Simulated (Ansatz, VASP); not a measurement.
**Two plane-wave programs on GaSb**

```xyz
2
Lattice="0.0000 2.9686 3.0491 3.0491 0.0000 3.0491 3.0491 2.9686 0.0000" Properties=species:S:1:pos:R:3 pbc="T T T"
Ga    0.0000    0.0000    0.0000
Sb    4.5736    4.4528    4.5736
```

Alike in both runs: task single point; functional PBE; k mesh 14 × 14 × 14; occupations gaussian, width 0.15 eV; no spin polarisation.

|  | VASP | Ansatz |
| --- | --- | --- |
| version | VASP 6.6.1 | Ansatz 0.2.0 |
| potentials or method | VASP PAW PBE potentials, release 64 (Ga_d, Sb), cutoff 520 eV | scalar-relativistic, plane waves, PAW |
| valence electrons in the cell | 18 | 28 |

VASP gave:

```
gap on the k mesh at the Fermi level (eV)                     : 0.19
least direct gap on the mesh (eV)                             : 0.19
pressure (GPa)                                                : 4.6
traceless stress, the component that is largest in VASP (GPa) : 0.72
```

What did Ansatz give for the same quantities?

gap on the k mesh at the Fermi level (eV): 0.19; least direct gap on the mesh (eV): 0.19; pressure (GPa): 4.5; traceless stress, the component that is largest in VASP (GPa): 0.72.

VASP's potentials hold 18 valence electrons a cell and Ansatz's 28, so a difference there can come from the potentials and not from the codes.

Neither program's run includes spin-orbit coupling.
